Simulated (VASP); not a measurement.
Here is a VASP 6.6.1 calculation.

The input INCAR:

```
  PREC = Accurate
  ENCUT = 600
  EDIFF = 1E-6
  ISMEAR = -1
  SIGMA = 0.05
  LREAL = False
  LASPH = True
  NELM = 120
  ALGO = Normal
  ISIF = 2
  LWAVE = False
  LCHARG = False
  NBANDS = 28
  GGA_COMPAT = False
```

KPOINTS

```
regular mesh
0
Gamma
  6 6 6
```

POSCAR

```
KZrO3
1.0
    4.2382850000      0.0000000000      0.0000000000
    0.0000000000      4.2382850000      0.0000000000
    0.0000000000      0.0000000000      4.2382850000
K Zr O
1 1 3
Direct
    0.0000000000      0.0000000000      0.0000000000
    0.5000000000      0.5000000000      0.5000000000
    0.5000000000      0.5000000000      0.0000000000
    0.5000000000      0.0000000000      0.5000000000
    0.0000000000      0.5000000000      0.5000000000
```

Potentials or basis: VASP PAW LDA potentials, release 64 (K_sv, Zr_sv, O).

Command:

```bash
$ cat potpaw_LDA.64/K_sv/POTCAR potpaw_LDA.64/Zr_sv/POTCAR potpaw_LDA.64/O/POTCAR > POTCAR
$ mpirun -np 1 vasp_std > vasp.out
```

Question: Predict the pressure.

Answer: -9.5 GPa.

Caveat: an odd number of electrons without spin polarisation forces a metal; a magnetic or distorted state may lie lower.
